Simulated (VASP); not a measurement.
# Ru (Im-3m) in VASP: single point with r2SCAN

Aim: the single point of Ru with r2SCAN.

Program: VASP 6.6.1. These are calculated values, not measurements. Logs are shortened: lines on timing, memory, paths and dates and some standing lists are left out, and cuts for length are marked.

**1. The cell of the first run**

Symmetry: Im-3m, No. 229, cubic system. The conventional cell has a = 3.010 Å, b = 3.010 Å, c = 3.010 Å, α = 90.00°, β = 90.00°, γ = 90.00°. Ru (site symmetry m-3m) has 14 Ru at 2.61 to 3.01 Å within 3.4 Å.

This isn't the form of Ru at room conditions, which is hcp.

**2. Single point, r2SCAN (13.64 Å³/atom)**

The input, POSCAR:

```
Ru
1.0
   -1.5050725061      1.5050725061      1.5050725061
    1.5050725061     -1.5050725061      1.5050725061
    1.5050725061      1.5050725061     -1.5050725061
Ru
1
Direct
    0.0000000000      0.0000000000      0.0000000000
```

The input, INCAR.step1:

```
SYSTEM = Ru
  PREC = Accurate
  ENCUT = 660
  ISMEAR = 0
  SIGMA = 0.05
  LREAL = .FALSE.
  LASPH = .TRUE.
  NELM = 120
  NBANDS = 14
  GGA = PE
  ALGO = Normal
  EDIFF = 1E-5
  LWAVE = .TRUE.
  LCHARG = .FALSE.
  GGA_COMPAT = .FALSE.
```

The input, INCAR.step2:

```
SYSTEM = Ru
  PREC = Accurate
  ENCUT = 660
  EDIFF = 1E-6
  ISMEAR = 0
  SIGMA = 0.05
  LREAL = .FALSE.
  LASPH = .TRUE.
  NELM = 120
  ALGO = Normal
  ISIF = 2
  LWAVE = .FALSE.
  LCHARG = .FALSE.
  METAGGA = R2SCAN
  LMIXTAU = .TRUE.
  NBANDS = 14
  ISTART = 1
  GGA_COMPAT = .FALSE.
```

The input, KPOINTS:

```
Automatic mesh
0
G
  20 20 20
  0 0 0
```

Potentials or basis: VASP PAW PBE potentials, release 64 (Ru_sv).

Launch:

```
$ cat potpaw_PBE.64/Ru_sv/POTCAR > POTCAR
$ cp INCAR.step1 INCAR
$ mpirun -np 1 vasp_std > vasp.out
$ cp INCAR.step2 INCAR
$ mpirun -np 1 vasp_std > vasp.out
```

OUTCAR:

```text
SYSTEM = Ru
   PREC = Accurate
   ENCUT = 660
   EDIFF = 1E-6
   ISMEAR = 0
   LREAL = .FALSE.
   LASPH = .TRUE.
   NELM = 120
   ISIF = 2
   METAGGA = R2SCAN
   ISTART = 1

 ion  position               nearest neighbor table
   1  0.000  0.000  0.000-

  LATTYP: Found a body centered cubic cell.
 ALAT       =     3.0101450122

  Lattice vectors:

 A1 = (  -1.5050725061,   1.5050725061,   1.5050725061)
 A2 = (   1.5050725061,  -1.5050725061,   1.5050725061)
 A3 = (   1.5050725061,   1.5050725061,  -1.5050725061)

Analysis of symmetry for initial positions (statically):
=====================================================================
 Subroutine PRICEL returns:
 Original cell was already a primitive cell.

 Routine SETGRP: Setting up the symmetry group for a
 body centered cubic supercell.

 Subroutine GETGRP returns: Found 48 space group operations
 (whereof 48 operations were pure point group operations)
 out of a pool of 48 trial point group operations.

The static configuration has the point symmetry O_h .

Analysis of symmetry for dynamics (positions and initial velocities):
=====================================================================
 Subroutine PRICEL returns:
 Original cell was already a primitive cell.

 Routine SETGRP: Setting up the symmetry group for a
 body centered cubic supercell.

 Subroutine GETGRP returns: Found 48 space group operations
 (whereof 48 operations were pure point group operations)
 out of a pool of 48 trial point group operations.

The dynamic configuration has the point symmetry O_h .

 Subroutine INISYM returns: Found 48 space group operations
 (whereof 48 operations are pure point group operations),
 and found     1 'primitive' translations

----------------------------------------------------------------------------------------

                                     Primitive cell

  volume of cell :      13.6374

  direct lattice vectors                    reciprocal lattice vectors
    -1.505072506  1.505072506  1.505072506     0.000000000  0.332209909  0.332209909
     1.505072506 -1.505072506  1.505072506     0.332209909  0.000000000  0.332209909
     1.505072506  1.505072506 -1.505072506     0.332209909  0.332209909  0.000000000

  length of vectors
     2.606862050  2.606862050  2.606862050     0.469815759  0.469815759  0.469815759

  position of ions in fractional coordinates (direct lattice)
     0.000000000  0.000000000  0.000000000

  ion indices of the primitive-cell ions
   primitive index   ion index
                 1           1

----------------------------------------------------------------------------------------
[... 84 lines left out ...]
   EFERMI =   0.00;   METHOD = LEGACY
   ISMEAR =     0;   SIGMA  =   0.05  broadening in eV -4-tet -1-fermi 0-gaus
   EFERMI_NEDOS =   21; number of points for ismear=-14 and -15
   IALGO  =     38    algorithm
   IMIX   =      4    mixing-type and parameters
     AMIX     =   0.40;   BMIX     =  1.00
     AMIX_MAG =   1.60;   BMIX_MAG =  1.00
  volume/ion in A,a.u.               =      13.64        92.03
  Fermi-wavevector in a.u.,A,eV,Ry     =   1.726649  3.262894 40.563279  2.981317
  Thomas-Fermi vector in A             =   2.801921
   LORBIT       =      0    0 simple, 1 ext, 2 COOP (PROOUT), +10 PAW based schemes
   METAGGA = R2SCAN    functional components
   LHFCALC =     F    Hartree Fock is set to
   AEXX    =    0.0000 exact exchange contribution
   IVDW    =     0    specifies the selected vdW correction
   LEPSILON=     F    determine dielectric tensor
   LRPA    =     F    only Hartree local field effects (RPA)
 non-spin polarized calculation
 Gauss-broadening in eV      SIGMA  =   0.05
  energy-cutoff  :      660.00
  volume of cell :       13.64
 maximum number of plane-waves:       543
 NGX is ok and might be reduce to    24
   NGX = 11   NGY = 11   NGZ = 11

 number of electron      15.9999996 magnetization

 Free energy of the ion-electron system (eV)
  ---------------------------------------------------
  ext. energy  EPLUGINS =         0.00000000
  ---------------------------------------------------
  free energy    TOTEN  =       -24.80640700 eV

  energy without entropy =      -24.80400058  energy(sigma->0) =      -24.80520379

 E-fermi :  15.1286     XC(G=0): -15.4891

 val. band max:       15.1268672493   @ k =   0.4000   0.0500   0.0000
 cond. band min:      15.1366800471   @ k =   0.2000   0.2000   0.1000
 fundamental gap:      0.0098127979
 Fermi energy:        15.1286264071

 k-point     1 :       0.0000    0.0000    0.0000
  band No.  band energies     occupation
      1     -60.2581      2.00000
      2     -28.8135      2.00000
      3     -28.8135      2.00000
      4     -28.8135      2.00000
      5       6.6360      2.00000
      6      12.0697      2.00000
      7      12.0697      2.00000
      8      12.0697      2.00000
      9      15.0570      1.95723
     10      15.0570      1.95723
     11      32.9699      0.00000
     12      32.9699      0.00000
     13      32.9699      0.00000
     14      44.6754      0.00000
[... 377 lines left out ...]
      1     -60.1122      2.00000
      2     -29.5866      2.00000
      3     -29.0708      2.00000
      4     -28.8569      2.00000
      5       9.1787      2.00000
      6      10.8175      2.00000
      7      12.2160      2.00000
      8      14.4720      2.00000
      9      15.4574      0.00000
     10      16.0226      0.00000
     11      30.9161      0.00000
     12      31.7361      0.00000
     13      37.0118      0.00000
     14      38.0730      0.00000

 [... further k-points ...]

------------------------ aborting loop because EDIFF is reached ----------------------------------------

  FORCE on cell =-STRESS in cart. coord.  units (eV):
  Direction    XX          YY          ZZ          XY          YZ          ZX
  --------------------------------------------------------------------------------------
  -------------------------------------------------------------------------------------
  Total        0.5875006      0.5875006      0.5875006      0.0000000      0.0000000      0.0000000
  in kB       69.0218603     69.0218603     69.0218603      0.0000000      0.0000000      0.0000000
  external PRESSURE =      69.0218603 kB  Pullay stress =       0.0000000 kB

 VOLUME and BASIS-vectors are now :
 -----------------------------------------------------------------------------
  energy-cutoff  :      660.00
  volume of cell :       13.64
      direct lattice vectors                 reciprocal lattice vectors
    -1.505072506  1.505072506  1.505072506     0.000000000  0.332209909  0.332209909
     1.505072506 -1.505072506  1.505072506     0.332209909  0.000000000  0.332209909
     1.505072506  1.505072506 -1.505072506     0.332209909  0.332209909  0.000000000

 POSITION                                       TOTAL-FORCE (eV/Angst)
 -----------------------------------------------------------------------------------
      0.00000      0.00000      0.00000         0.000000      0.000000     -0.000000
 -----------------------------------------------------------------------------------
    total drift:                               -0.000000      0.000000      0.000000

  FREE ENERGIE OF THE ION-ELECTRON SYSTEM (eV)
  ---------------------------------------------------
  free  energy   TOTEN  =       -24.8064070044 eV

  energy  without entropy=      -24.8040005781  energy(sigma->0) =      -24.80520379
```

OSZICAR.step1:

```text
N       E                     dE             d eps       ncg     rms          rms(c)
DAV:   1     0.154297576585E+03    0.15430E+03   -0.10732E+04  7192   0.151E+03
DAV:   2    -0.625588185648E+01   -0.16055E+03   -0.15217E+03  8110   0.426E+02
DAV:   3    -0.917477046850E+01   -0.29189E+01   -0.28917E+01  8320   0.602E+01
DAV:   4    -0.919126958686E+01   -0.16499E-01   -0.16498E-01  8206   0.491E+00
DAV:   5    -0.919145459238E+01   -0.18501E-03   -0.18501E-03  8428   0.500E-01    0.184E+01
DAV:   6    -0.865397474425E+01    0.53748E+00   -0.86506E-01  7306   0.129E+01    0.422E+00
DAV:   7    -0.862949154021E+01    0.24483E-01   -0.42828E-02  8674   0.252E+00    0.106E+00
DAV:   8    -0.862729731576E+01    0.21942E-02   -0.43513E-03  7354   0.968E-01    0.872E-02
DAV:   9    -0.862730802097E+01   -0.10705E-04   -0.60184E-05  8644   0.110E-01    0.252E-02
DAV:  10    -0.862731377844E+01   -0.57575E-05   -0.60495E-06  5366   0.290E-02
   1 F= -.86273138E+01 E0= -.86259315E+01  d E =-.276450E-02
```

Wall time 58 s (1 thread of Intel Xeon 6975P-C (Granite Rapids), shared host); peak memory 0.19 GiB.

Results:

* Free energy: -24.8064 eV
* Pressure: 6.9 GPa
* Band gap on the k mesh: zero (bands 8 and 9 overlap by 3.79 eV)

Levels at points of the mesh, in eV from the Fermi level:
```
           k point  band 6  band 7  band 8  band 9  band 10  band 11
(0.00, 0.00, 0.00)   -3.06   -3.06   -3.06   -0.07    -0.07    17.84
(0.50, 0.00, 0.00)   -4.95   -0.10    0.44    1.23     2.57    10.98
(0.50, 0.50, 0.50)   -6.77    1.91    1.91    1.91     9.94     9.94
```

Caveat: the cell stands under pressure; the PAW data sets were made with another functional, which shifts forces and pressure a little.
